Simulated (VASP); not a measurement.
Input of a VASP 6.6.1 run:

Contents of INCAR:

```
ALGO = Normal
EDIFF = 1E-6
ENCUT = 500
GGA = PE
GGA_COMPAT = F
ISIF = 2
ISMEAR = -1
LASPH = T
LCHARG = F
LREAL = F
LWAVE = F
NBANDS = 14
NELM = 120
PREC = Accurate
SIGMA = 0.15
```

KPOINTS

```
k-points
0
Gamma
  4 4 4
```

Contents of POSCAR:

```
Bi
1.0
    0.0000000000      2.4977229800      2.4977229800
    2.4977229800      0.0000000000      2.4977229800
    2.4977229800      2.4977229800      0.0000000000
Bi
1
Direct
    0.0000000000      0.0000000000      0.0000000000
```

Potentials or basis: VASP PAW PBE potentials, release 64 (Bi_d).

Command:

```console
$ cat potpaw_PBE.64/Bi_d/POTCAR > POTCAR
$ mpirun -np 1 vasp_std > vasp.out
```

Problem. Predict the pressure.

Solution. 0.1 GPa.

Caveat: the k points lie up to 0.54 Å⁻¹ apart.
